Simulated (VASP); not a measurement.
Here is a VASP 6.6.1 calculation.

INCAR

```
SYSTEM = Rh
ALGO = Normal
EDIFF = 1E-6
ENCUT = 520
GGA = CA
ISIF = 2
ISMEAR = 0
ISPIN = 2
LASPH = .TRUE.
LCHARG = .TRUE.
LELF = .TRUE.
LMAXMIX = 4
LORBIT = 11
LREAL = .FALSE.
LVHAR = .TRUE.
LWAVE = .FALSE.
MAGMOM = 0.75
NBANDS = 18
NELM = 150
NUPDOWN = 0.75
PREC = Accurate
SIGMA = 0.15
```

File KPOINTS:

```
k-points
0
G
  22 22 22
  0 0 0
```

POSCAR

```
Rh
1.0
    0.0000000000      1.7568979448      1.7568979448
    1.7568979448      0.0000000000      1.7568979448
    1.7568979448      1.7568979448      0.0000000000
Rh
1
Direct
    0.0000000000      0.0000000000      0.0000000000
```

Potentials or basis: VASP PAW LDA potentials, release 64 (Rh_pv).

Command:

```console
$ cat potpaw_LDA.64/Rh_pv/POTCAR > POTCAR
$ mpirun -np 1 vasp_std > vasp.out
```

**Question.** Predict the pressure.

**Answer.** 113.0 GPa.

Caveat: the cell stands under pressure; the total moment is fixed, so each spin has its own Fermi level.
